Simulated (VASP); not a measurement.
Input of a VASP 6.6.1 run:

POSCAR

```
Pt
1.0
    0.0000000000      1.9705765473      1.9705765473
    1.9705765473      0.0000000000      1.9705765473
    1.9705765473      1.9705765473      0.0000000000
Pt
1
Direct
    0.0000000000      0.0000000000      0.0000000000
```

The input INCAR.step1:

```
  PREC = Accurate
  ENCUT = 520
  ISMEAR = -1
  SIGMA = 0.1
  LREAL = False
  LASPH = True
  NELM = 80
  NBANDS = 11
  GGA = PE
  ALGO = Normal
  EDIFF = 1E-4
  LWAVE = True
  LCHARG = False
```

File INCAR.step2:

```
  PREC = Accurate
  ENCUT = 520
  EDIFF = 1E-7
  ISMEAR = -1
  SIGMA = 0.1
  LREAL = False
  LASPH = True
  NELM = 80
  ALGO = Normal
  ISIF = 2
  LWAVE = False
  LCHARG = True
  METAGGA = R2SCAN
  LMIXTAU = True
  LELF = True
  LVHAR = True
  NBANDS = 11
  ISTART = 1
```

Contents of KPOINTS:

```
Automatic mesh
0
Gamma
  2 2 2
```

Potentials or basis: VASP PAW PBE potentials, release 64 (Pt).

Launch:

```console
$ cat potpaw_PBE.64/Pt/POTCAR > POTCAR
$ cp INCAR.step1 INCAR
$ mpirun -np 1 vasp_std > vasp.out
$ cp INCAR.step2 INCAR
$ mpirun -np 1 vasp_std > vasp.out
```

(1) Predict the band gap on the k mesh.

(2) What does it give for the pressure?

Answers

(1) zero (band 5 reaches 11.40 eV, above the bottom of band 6 at 9.21 eV).

(2) 64.7 GPa.

Caveat: the k points lie up to 1.38 Å⁻¹ apart; the PAW data sets were made with another functional, which shifts forces and pressure a little; spin-orbit coupling is left out, which moves the levels of the heavy elements.
